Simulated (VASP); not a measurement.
Write the native input for VASP 6.6.1 that does the following.

- Task: single point
- Functional: PBEsol
- Potentials or basis: VASP PAW PBE potentials, release 64 (W_sv, S)
- Cutoff: 500 eV
- k mesh: 8 × 8 × 1
- Occupations: methfessel-paxton, width 0.1 eV
- Spin: no spin polarisation
- Dipole correction: no
- Further INCAR settings: ALGO = Normal; EDIFF = 1e-06; NBANDS = 35

The structure of WS2 lies in POSCAR:

```
WS2
1.0
    3.0959535049      0.0000000000      0.0000000000
   -1.5479762662      2.6811735482      0.0000000000
    0.0000000000      0.0000000000     23.0199744242
W S
2 4
Direct
    0.3333333333      0.6666666667      0.6373180000
    0.6666666667      0.3333333333      0.3626820000
    0.3333333333      0.6666666667      0.2968160000
    0.6666666667      0.3333333333      0.5714420000
    0.3333333333      0.6666666667      0.4285580000
    0.6666666667      0.3333333333      0.7031840000
```

These files were run (other wordings do the same):

INCAR

```
PREC = Accurate
ENCUT = 500
EDIFF = 1E-6
ISMEAR = 1
SIGMA = 0.1
LREAL = F
LASPH = T
NELM = 120
ALGO = Normal
ISIF = 2
LWAVE = F
LCHARG = F
GGA = PS
NBANDS = 35
GGA_COMPAT = F
```

KPOINTS

```
regular mesh
0
Gamma
  8 8 1
```

Potentials or basis: VASP PAW PBE potentials, release 64 (W_sv, S).

Run with:

```console
$ cat potpaw_PBE.64/W_sv/POTCAR potpaw_PBE.64/S/POTCAR > POTCAR
$ mpirun -np 1 vasp_std > vasp.out
```

Results of the run:

```json
{
 "Largest force": "1.601 eV/Å",
 "Band gap on the k mesh": "1.76 eV (least direct gap 2.48 eV)"
}
```

Caveat: the PAW data sets were made with another functional, which shifts forces and pressure a little; spin-orbit coupling is left out, which moves the levels of the heavy elements.

Run time: 3.4 min on 1 thread of Intel Xeon 8259CL, with other jobs on the host, peak memory 0.32 GiB.
